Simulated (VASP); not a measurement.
Wanted: the native input for a VASP 6.6.1 run.

```yaml
Task: single point
Functional: PBE
Potentials_or_basis: VASP PAW PBE potentials, release 64 (Mg, O)
Cutoff: 520 eV
k_mesh: 6 × 6 × 4
Occupations: gaussian, width 0.1 eV
Spin: no spin polarisation
Dipole_correction: no
Further_INCAR_settings: ALGO = Normal; EDIFF = 1e-06; NBANDS = 21
```

The structure of MgO lies in POSCAR:

```
MgO
1.0
    3.1029560100      0.0000000000      0.0000000000
   -1.5514780000      2.6872387300      0.0000000000
    0.0000000000      0.0000000000      6.7955736500
Mg O
3 3
Direct
    0.0000000000      0.5000000000      0.1666666700
    0.5000000000      0.5000000000      0.8333333300
    0.5000000000      0.0000000000      0.5000000000
    0.5000000000      0.5000000000      0.3333333300
    0.5000000000      0.0000000000      0.0000000000
    0.0000000000      0.5000000000      0.6666666700
```

The input as run:

INCAR

```
SYSTEM = MgO
PREC = Accurate
ENCUT = 520
EDIFF = 1E-6
ISMEAR = 0
SIGMA = 0.1
LREAL = .FALSE.
LASPH = .TRUE.
NELM = 60
ALGO = Normal
ISIF = 2
LWAVE = .FALSE.
LCHARG = .FALSE.
GGA = PE
NBANDS = 21
```

KPOINTS

```
regular mesh
0
G
  6 6 4
  0 0 0
```

Potentials or basis: VASP PAW PBE potentials, release 64 (Mg, O).

Launch:

```bash
$ cat potpaw_PBE.64/Mg/POTCAR potpaw_PBE.64/O/POTCAR > POTCAR
$ mpirun -np 1 vasp_std > vasp.out
```

It gave:

```json
{"Pressure": "28.0 GPa", "Band gap on the k mesh": "3.80 eV, direct"}
```

It took 12 s on 1 thread of Intel(R) Xeon(R) 6975P-C (Granite Rapids), with other jobs on the host, peak memory 0.17 GiB.
